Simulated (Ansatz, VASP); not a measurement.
# Two plane-wave programs on ZnS

```
Zn S
1.0
     3.51631    0.00000    0.00000
    -1.75816    3.04522    0.00000
     0.00000    0.00000    5.75996
Zn S
2 2
Direct
  0.00000 0.00000 0.00000
  0.00000 0.00000 0.50000
  0.33333 0.66667 0.25000
  0.66667 0.33333 0.75000
```

Alike in both runs: task single point; functional r2SCAN; k mesh 6 × 6 × 4; no spin polarisation.

|  | VASP | Ansatz |
| --- | --- | --- |
| version | VASP 6.6.1 | Ansatz 0.2.0 |
| potentials or method | VASP PAW PBE potentials, release 64 (Zn, S) | plane waves, PAW |
| plane-wave cutoff (eV) | 520 | 500 |
| occupations | gaussian, width 0.01 eV | fixed |
| valence electrons in the cell | 36 | 36 |

```tsv
	VASP	Ansatz	Ansatz less VASP
gap on the k mesh at the Fermi level (eV)	0.77	0.77	+0.004
pressure (GPa)	7.2	7.0	-0.22
traceless stress, the component that is largest in VASP (GPa)	0.10	0.19	+0.086
```

VASP's potentials were made for PBE, not for r2SCAN.
